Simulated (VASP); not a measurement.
Write the native input for VASP 6.6.1 that does the following.

* Task: relaxation of cell and atoms
* Functional: PBE
* Potentials or basis: VASP PAW PBE potentials, release 64 (Sn_d, Ge_d)
* Cutoff: 600 eV
* k mesh: 12 × 12 × 12
* Occupations: fermi-dirac, width 0.15 eV
* Spin: no spin polarisation
* Target pressure: 13 GPa
* Dipole correction: no
* Further INCAR settings: ALGO = Normal; EDIFF = 1e-07; IBRION = 2; EDIFFG = -0.001; NSW = 80; ISIF = 3

The structure of SnGe2 lies in POSCAR:

```
SnGe2
1.0
    0.0000000000      3.3978336137      3.3978336137
    3.3978336137      0.0000000000      3.3978336137
    3.3978336137      3.3978336137      0.0000000000
Sn Ge
1 2
Direct
    0.0000000000      0.0000000000      0.0000000000
    0.7500000000      0.7500000000      0.7500000000
    0.2500000000      0.2500000000      0.2500000000
```

The input as run:

INCAR

```
SYSTEM = SnGe2
PREC = Accurate ; ENCUT = 600
EDIFF = 1E-7 ; ISMEAR = -1
SIGMA = 0.15 ; LREAL = .FALSE.
LASPH = .TRUE. ; NELM = 80
ALGO = Normal ; ISIF = 3
LWAVE = .FALSE. ; LCHARG = .FALSE.
GGA = PE ; IBRION = 2
NSW = 80 ; EDIFFG = -0.001
PSTRESS = 130.0
```

KPOINTS

```
regular mesh
0
G
  12 12 12
  0 0 0
```

Potentials or basis: VASP PAW PBE potentials, release 64 (Sn_d, Ge_d).

Command:

```sh
$ cat potpaw_PBE.64/Sn_d/POTCAR potpaw_PBE.64/Ge_d/POTCAR > POTCAR
$ mpirun -np 1 vasp_std > vasp.out
```

Results of the run:

```
Relaxed volume                                             : 21.77 Å³/atom
Relaxed cell                                               : a = 4.520 Å, b = 4.520 Å, c = 4.520 Å, α = 60.00°, β = 60.00°, γ = 60.00°
Space group after relaxing (to 0.1 Å)                      : Fm-3m (No. 225)
Energy change on relaxing (the run minimises the enthalpy) : +150.6 meV/atom
Ionic steps                                                : 6
Pressure after relaxing                                    : 13.0 GPa
Band gap on the k mesh                                     : zero (bands 21 and 22 overlap by 1.93 eV)
```

Caveat: the cell is relaxed towards a set pressure, so the run minimises the enthalpy, not the energy; the volume moved by over 15 % at a fixed basis, so the end points are rough; spin-orbit coupling is left out, which moves the levels of the heavy elements.

Wall time 20 min on 1 thread of Intel Xeon 8259CL (shared host), peak memory 0.36 GiB.
